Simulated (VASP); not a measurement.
Input of a VASP 6.6.1 run:

The input INCAR:

```
ALGO = Normal
DIPOL = 0.5 0.5 0.498
EDIFF = 1E-6
ENCUT = 520
IDIPOL = 3
ISIF = 2
ISMEAR = 0
LASPH = T
LCHARG = T
LDIPOL = T
LELF = T
LREAL = F
LVACPOTAV = T
LVHAR = T
LWAVE = F
NBANDS = 81
NELM = 80
PREC = Accurate
SIGMA = 0.1
```

File KPOINTS:

```
k-points
0
Gamma
  7 7 1
```

Contents of POSCAR:

```
Mo
1.0
    4.4000774537      0.0000000000      0.0000000000
    0.0000000000      4.4000774537      0.0000000000
    0.0000000000      0.0000000000     23.2226492105
Mo
10
Direct
    0.0000000000      0.5000000000      0.3660219781
    0.5000000000      0.0000000000      0.3660219781
    0.0000000000      0.0000000000      0.4330109890
    0.5000000000      0.5000000000      0.4330109890
    0.0000000000      0.5000000000      0.4981381947
    0.5000000000      0.0000000000      0.4981381947
    0.0000000000      0.0000000000      0.5680085213
    0.5000000000      0.5000000000      0.5680085213
    0.0000000000      0.5000000000      0.6259912530
    0.5000000000      0.0000000000      0.6259912530
```

Potentials or basis: VASP PAW LDA potentials, release 64 (Mo_sv).

Command:

```console
$ cat potpaw_LDA.64/Mo_sv/POTCAR > POTCAR
$ mpirun -np 1 vasp_std > vasp.out
```

Q: Estimate the largest force.

A: 1.225 eV/Å.

Q: Predict the band gap on the k mesh.

A: Zero (bands 70 and 71 overlap by 0.43 eV).

Forces on the atoms (eV/Å):
```
Mo   0.000  0.000  1.145
Mo   0.000  0.000  1.145
Mo   0.000  0.000 -1.225
Mo   0.000  0.000 -1.225
Mo   0.000  0.000  0.011
Mo   0.000  0.000  0.011
Mo   0.000  0.000 -0.026
Mo   0.000  0.000 -0.026
Mo   0.000  0.000  0.095
Mo   0.000  0.000  0.095
```
